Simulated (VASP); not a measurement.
# Co (Im-3m) in VASP: further runs

Co is run at these levels: LDA; tasks: single point.

All numbers are computed with VASP 6.6.1; they aren't measurements. Logs are shortened: lines on timing, memory, paths and dates and some standing lists are left out, and cuts for length are marked.

### 1 The cell of the first run

The structure is cubic, space group Im-3m (No. 229). Conventional cell: a = 2.733 Å, b = 2.733 Å, c = 2.733 Å, α = 90.00°, β = 90.00°, γ = 90.00°. Within 3.1 Å of Co (site symmetry m-3m) lie 14 Co at 2.37 to 2.73 Å.

This isn't the form of Co at room conditions, which is hcp.

### 2 Single point, LDA, collinear spin, ferromagnetic start

Contents of INCAR:

```
SYSTEM = Co
  PREC = Accurate
  ENCUT = 520
  EDIFF = 1E-6
  ISMEAR = -1
  SIGMA = 0.05
  LREAL = .False.
  LASPH = .True.
  NELM = 150
  ALGO = Normal
  ISIF = 2
  LWAVE = .False.
  LCHARG = .True.
  ISPIN = 2
  MAGMOM = 1.7
  LORBIT = 11
  LMAXMIX = 4
  LELF = .True.
  LVHAR = .True.
  NBANDS = 14
```

Contents of KPOINTS:

```
Automatic mesh
0
Gamma
  16 16 16
  0 0 0
```

Contents of POSCAR:

```
Co
1.0
   -1.3665268818      1.3665268818      1.3665268818
    1.3665268818     -1.3665268818      1.3665268818
    1.3665268818      1.3665268818     -1.3665268818
Co
1
Direct
    0.0000000000      0.0000000000      0.0000000000
```

Potentials or basis: VASP PAW LDA potentials, release 64 (Co).

Command:

```console
cat potpaw_LDA.64/Co/POTCAR > POTCAR
mpirun -np 1 vasp_std > vasp.out
```

OUTCAR:

```text
SYSTEM = Co
   PREC = Accurate
   ENCUT = 520
   EDIFF = 1E-6
   ISMEAR = -1
   LREAL = .False.
   LASPH = .True.
   NELM = 150
   ISIF = 2
   ISPIN = 2
   LORBIT = 11

 ion  position               nearest neighbor table
   1  0.000  0.000  0.000-

  LATTYP: Found a body centered cubic cell.
 ALAT       =     2.7330537636

  Lattice vectors:

 A1 = (  -1.3665268818,   1.3665268818,   1.3665268818)
 A2 = (   1.3665268818,  -1.3665268818,   1.3665268818)
 A3 = (   1.3665268818,   1.3665268818,  -1.3665268818)

Analysis of symmetry for initial positions (statically):
=====================================================================
 Subroutine PRICEL returns:
 Original cell was already a primitive cell.

 Routine SETGRP: Setting up the symmetry group for a
 body centered cubic supercell.

 Subroutine GETGRP returns: Found 48 space group operations
 (whereof 48 operations were pure point group operations)
 out of a pool of 48 trial point group operations.

The static configuration has the point symmetry O_h .

Analysis of symmetry for dynamics (positions and initial velocities):
=====================================================================
 Subroutine PRICEL returns:
 Original cell was already a primitive cell.

 Routine SETGRP: Setting up the symmetry group for a
 body centered cubic supercell.

 Subroutine GETGRP returns: Found 48 space group operations
 (whereof 48 operations were pure point group operations)
 out of a pool of 48 trial point group operations.

The dynamic configuration has the point symmetry O_h .

Analysis of structural, dynamic, and magnetic symmetry:
=====================================================================
 Subroutine PRICEL returns:
 Original cell was already a primitive cell.

 Routine SETGRP: Setting up the symmetry group for a
 body centered cubic supercell.

 Subroutine GETGRP returns: Found 48 space group operations
 (whereof 48 operations were pure point group operations)
 out of a pool of 48 trial point group operations.

The overall configuration has the point symmetry O_h .

 Subroutine INISYM returns: Found 48 space group operations
 (whereof 48 operations are pure point group operations),
 and found     1 'primitive' translations

----------------------------------------------------------------------------------------

                                     Primitive cell

  volume of cell :      10.2074

  direct lattice vectors                    reciprocal lattice vectors
    -1.366526882  1.366526882  1.366526882     0.000000000  0.365891082  0.365891082
     1.366526882 -1.366526882  1.366526882     0.365891082  0.000000000  0.365891082
     1.366526882  1.366526882 -1.366526882     0.365891082  0.365891082  0.000000000

  length of vectors
     2.366893989  2.366893989  2.366893989     0.517448131  0.517448131  0.517448131

  position of ions in fractional coordinates (direct lattice)
     0.000000000  0.000000000  0.000000000

  ion indices of the primitive-cell ions
   primitive index   ion index
                 1           1

----------------------------------------------------------------------------------------

 KPOINTS: Automatic mesh

Automatic generation of k-mesh.
 Grid dimensions read from file:
 generate k-points for:   16   16   16

 Generating k-lattice:

  Cartesian coordinates                     Fractional coordinates (reciprocal lattice)
     0.000000000  0.022868193  0.022868193     0.062500000  0.000000000  0.000000000
     0.022868193  0.000000000  0.022868193     0.000000000  0.062500000  0.000000000
     0.022868193  0.022868193  0.000000000     0.000000000  0.000000000  0.062500000

  Length of vectors
     0.032340508  0.032340508  0.032340508

  Shift w.r.t. Gamma in fractional coordinates (k-lattice)
     0.000000000  0.000000000  0.000000000

 Subroutine IBZKPT returns following result:
 ===========================================

 Found    145 irreducible k-points:

 Following reciprocal coordinates:
            Coordinates               Weight
  0.000000  0.000000  0.000000      1.000000
  0.062500  0.000000  0.000000     12.000000
  0.125000  0.000000  0.000000     12.000000
  0.187500  0.000000  0.000000     12.000000
  0.250000  0.000000  0.000000     12.000000
  0.312500  0.000000  0.000000     12.000000
[... 16 lines left out ...]
  0.187500  0.187500  0.000000     24.000000
  0.250000  0.187500 -0.000000     48.000000
 [... further k-points ...]
   k-points           NKPTS =    145   k-points in BZ     NKDIM =    145   number of bands    NBANDS=     14
   number of dos      NEDOS =    301   number of ions     NIONS =      1
   total plane-waves  NPLWV =   5832
   dimension x,y,z NGX =    18 NGY =   18 NGZ =   18
   dimension x,y,z NGXF=    36 NGYF=   36 NGZF=   36
   ions per type =               1
   NGX,Y,Z   is equivalent  to a cutoff of  12.64, 12.64, 12.64 a.u.
   NGXF,Y,Z  is equivalent  to a cutoff of  25.29, 25.29, 25.29 a.u.
 SYSTEM =  Co
   PREC   = accura    normal or accurate (medium, high low for compatibility)
   ISTART =      0    job   : 0-new  1-cont  2-samecut
   ICHARG =      2    charge: 1-file 2-atom 10-const
   ISPIN  =      2    spin polarized calculation?
   LNONCOLLINEAR =      F non collinear calculations
   LSORBIT =      F    spin-orbit coupling
   LASPH  =      T    aspherical Exc in radial PAW
   ENCUT  =  520.0 eV  38.22 Ry    6.18 a.u.   4.40  4.40  4.40*2*pi/ulx,y,z
   NELM   =    150;   NELMIN=  2; NELMDL= -5     # of ELM steps
   EDIFF  = 0.1E-05   stopping-criterion for ELM
   LREAL  =      F    real-space projection
   EDIFFG = 0.1E-04   stopping-criterion for IOM
   NSW    =      0    number of steps for IOM
   IBRION =     -1    ionic relax: 0-MD 1-quasi-New 2-CG
   NFREE  =      0    steps in history (QN), initial steepest desc. (CG)
   ISIF   =      2    stress and relaxation
   ISYM   =      2    0-nonsym 1-usesym 2-fastsym
   POTIM  = 0.5000    time-step for ionic-motion
   TEBEG  =    0.0;   TEEND  =   0.0 temperature during run
   PSTRESS=    0.0 pullay stress
   NELECT =       9.0000    total number of electrons
   NUPDOWN=      -1.0000    fix difference up-down
   EMIN   =  10.00;   EMAX   =-10.00  energy-range for DOS
   EFERMI =   0.00;   METHOD = LEGACY
   ISMEAR =    -1;   SIGMA  =   0.05  broadening in eV -4-tet -1-fermi 0-gaus
   EFERMI_NEDOS =   21; number of points for ismear=-14 and -15
   IALGO  =     38    algorithm
   IMIX   =      4    mixing-type and parameters
     AMIX     =   0.40;   BMIX     =  1.00
     AMIX_MAG =   1.60;   BMIX_MAG =  1.00
  volume/ion in A,a.u.               =      10.21        68.88
  Fermi-wavevector in a.u.,A,eV,Ry     =   1.569823  2.966536 33.529460  2.464346
  Thomas-Fermi vector in A             =   2.671648
   LORBIT       =     11    0 simple, 1 ext, 2 COOP (PROOUT), +10 PAW based schemes
   GGA     = CA    functional components
   LHFCALC =     F    Hartree Fock is set to
   AEXX    =    0.0000 exact exchange contribution
   IVDW    =     0    specifies the selected vdW correction
   LEPSILON=     F    determine dielectric tensor
   LRPA    =     F    only Hartree local field effects (RPA)
 spin polarized calculation
  energy-cutoff  :      520.00
  volume of cell :       10.21
 maximum number of plane-waves:       285
 NGX is ok and might be reduce to    18
   NGX =  9   NGY =  9   NGZ =  9

 number of electron       9.0000001 magnetization       1.6127415

 Free energy of the ion-electron system (eV)
  ---------------------------------------------------
  ext. energy  EPLUGINS =         0.00000000
  ---------------------------------------------------
  free energy    TOTEN  =        -7.98643568 eV

  energy without entropy =       -7.97365082  energy(sigma->0) =       -7.98004325

 E-fermi :  11.1092     XC(G=0): -14.1015

 val. band max:       11.1000190417   @ k =   0.3125   0.0625  -0.0000
 cond. band min:      11.1099470500   @ k =   0.3750   0.0625   0.0000
 fundamental gap:      0.0099280083
 Fermi energy:        11.1092363950

 spin component 1

 k-point     1 :       0.0000    0.0000    0.0000
  band No.  band energies     occupation
      1       1.5253      1.00000
      2       8.1394      1.00000
      3       8.1394      1.00000
      4       8.1394      1.00000
      5       9.5466      1.00000
      6       9.5466      1.00000
      7      37.1372      0.00000
      8      37.1372      0.00000
      9      37.1372      0.00000
     10      42.9560      0.00000
     11      42.9560      0.00000
     12      45.3850      0.00000
     13      45.3866      0.00000
     14      45.3866      0.00000
[... 375 lines left out ...]
 k-point    24 :       0.2500    0.1875   -0.0000
  band No.  band energies     occupation
      1       5.8700      1.00000
      2       7.2222      1.00000
      3       7.7199      1.00000
      4       9.3520      1.00000
      5       9.8610      1.00000
      6      11.6101      0.00004
      7      23.4982      0.00000
      8      25.7387      0.00000
      9      32.1722      0.00000
     10      38.2399      0.00000
     11      42.3775      0.00000
     12      46.4135      0.00000
     13      47.7388      0.00000
     14      50.9947      0.00000

 [... further k-points ...]

 spin component 2

 k-point     1 :       0.0000    0.0000    0.0000
  band No.  band energies     occupation
      1       1.7511      1.00000
      2       9.5260      1.00000
      3       9.5260      1.00000
      4       9.5260      1.00000
      5      11.3049      0.01957
      6      11.3049      0.01957
      7      37.2240      0.00000
      8      37.2240      0.00000
      9      37.2240      0.00000
     10      43.2387      0.00000
     11      43.2387      0.00000
     12      45.9368      0.00000
     13      45.9368      0.00000
     14      46.0315      0.00000
[... 375 lines left out ...]
 k-point    24 :       0.2500    0.1875   -0.0000
  band No.  band energies     occupation
      1       6.5001      1.00000
      2       8.4620      1.00000
      3       8.8398      1.00000
      4      10.9993      0.90012
      5      11.5966      0.00006
      6      12.9416      0.00000
      7      24.1437      0.00000
      8      26.2642      0.00000
      9      32.5888      0.00000
     10      38.5404      0.00000
     11      42.7670      0.00000
     12      47.0598      0.00000
     13      50.5687      0.00000
     14      51.7362      0.00000

 [... further k-points ...]

------------------------ aborting loop because EDIFF is reached ----------------------------------------

  FORCE on cell =-STRESS in cart. coord.  units (eV):
  Direction    XX          YY          ZZ          XY          YZ          ZX
  --------------------------------------------------------------------------------------
  -------------------------------------------------------------------------------------
  Total       -0.0875519     -0.0875519     -0.0875519     -0.0000000      0.0000000      0.0000000
  in kB      -13.7423714    -13.7423714    -13.7423714     -0.0000000      0.0000000      0.0000000
  external PRESSURE =     -13.7423714 kB  Pullay stress =       0.0000000 kB

 VOLUME and BASIS-vectors are now :
 -----------------------------------------------------------------------------
  energy-cutoff  :      520.00
  volume of cell :       10.21
      direct lattice vectors                 reciprocal lattice vectors
    -1.366526882  1.366526882  1.366526882     0.000000000  0.365891082  0.365891082
     1.366526882 -1.366526882  1.366526882     0.365891082  0.000000000  0.365891082
     1.366526882  1.366526882 -1.366526882     0.365891082  0.365891082  0.000000000

 POSITION                                       TOTAL-FORCE (eV/Angst)
 -----------------------------------------------------------------------------------
      0.00000      0.00000      0.00000         0.000000     -0.000000     -0.000000
 -----------------------------------------------------------------------------------
    total drift:                                0.000000      0.000000      0.000000

  FREE ENERGIE OF THE ION-ELECTRON SYSTEM (eV)
  ---------------------------------------------------
  free  energy   TOTEN  =        -7.9864356751 eV

  energy  without entropy=       -7.9736508196  energy(sigma->0) =       -7.98004325

 total charge

# of ion       s       p       d       tot
------------------------------------------
    1        0.513   0.576   7.315   8.403

 magnetization (x)

# of ion       s       p       d       tot
------------------------------------------
    1       -0.005  -0.032   1.645   1.608
```

Run time: 34 s. Hardware: 1 thread of Intel Xeon Platinum 8488C (Sapphire Rapids), shared host; peak memory 0.14 GiB.

What came out:

```
Free energy                                           : -7.9864 eV
Pressure                                              : -1.4 GPa
Net moment                                            : 1.61 μB per cell
Site moments                                          : Co +1.61 μB
Valence electrons inside the program's atomic spheres : Co 8.40
```

### 3 Single point, LDA, collinear spin, ferromagnetic start (8.98 Å³/atom)

This run uses another cell than the first one, of 8.98 Å³/atom.

Contents of INCAR:

```
SYSTEM = Co
ALGO     = Normal         ! electronic algorithm
EDIFF    = 1E-6           ! SCF threshold, eV
ENCUT    = 520            ! plane-wave cutoff, eV
ISIF     = 2              ! what is computed and relaxed
ISMEAR   = -1             ! smearing method
ISPIN    = 2              ! spin polarisation
LASPH    = .True.         ! aspherical terms in the spheres
LCHARG   = .False.        ! write CHGCAR
LMAXMIX  = 4              ! l up to which the mixer works
LORBIT   = 11             ! projections on sites
LREAL    = .False.        ! projectors in reciprocal space
LWAVE    = .False.        ! write WAVECAR
MAGMOM   = 1.683          ! initial moments
NBANDS   = 14             ! bands
NELM     = 150            ! most SCF steps
PREC     = Accurate       ! precision mode
SIGMA    = 0.05           ! smearing width, eV
```

Contents of KPOINTS:

```
k-points
0
Gamma
  18 18 18
  0 0 0
```

Contents of POSCAR:

```
Co
1.0
   -1.3095208073      1.3095208073      1.3095208073
    1.3095208073     -1.3095208073      1.3095208073
    1.3095208073      1.3095208073     -1.3095208073
Co
1
Direct
    0.0000000000      0.0000000000      0.0000000000
```

Potentials or basis: VASP PAW LDA potentials, release 64 (Co).

Command:

```console
cat potpaw_LDA.64/Co/POTCAR > POTCAR
mpirun -np 1 vasp_std > vasp.out
```

Wall time 34 s (1 thread of Intel Xeon Platinum 8488C (Sapphire Rapids), shared host); peak memory 0.15 GiB.

The run converged. Its results:

```
Free energy                                           : -7.8446 eV
Pressure                                              : 42.2 GPa
Net moment                                            : 1.48 μB per cell
Site moments                                          : Co +1.46 μB
Valence electrons inside the program's atomic spheres : Co 8.71
```

Levels at points of the mesh, in eV from the Fermi level:
Spin up:
| k point | band 2 | band 3 | band 4 | band 5 | band 6 | band 7 | band 8 | band 9 |
| --- | --- | --- | --- | --- | --- | --- | --- | --- |
| (0.00, 0.00, 0.00) | -3.19 | -3.19 | -3.19 | -1.46 | -1.46 | 27.32 | 27.32 | 27.32 |
| (0.50, 0.00, 0.00) | -4.57 | -1.43 | -1.20 | -0.02 | 0.20 | 8.59 | 20.19 | 23.16 |
| (0.50, 0.50, 0.50) | -6.31 | -0.14 | -0.14 | -0.14 | 11.03 | 11.03 | 11.03 | 17.75 |
Spin down:
```tsv
k point	band 1	band 2	band 3	band 4	band 5	band 6	band 7	band 8	band 9
(0.00, 0.00, 0.00)	-10.11	-1.92	-1.92	-1.92	0.18	0.18	27.45	27.45	27.45
(0.50, 0.00, 0.00)	-5.54	-3.42	0.13	0.23	0.48	1.68	9.52	20.39	23.58
(0.50, 0.50, 0.50)	-5.20	-5.20	1.32	1.32	1.32	11.34	11.34	11.34	18.59
```

Caveat: the cell stands under pressure.

(Part 1 of 2 ends here.)
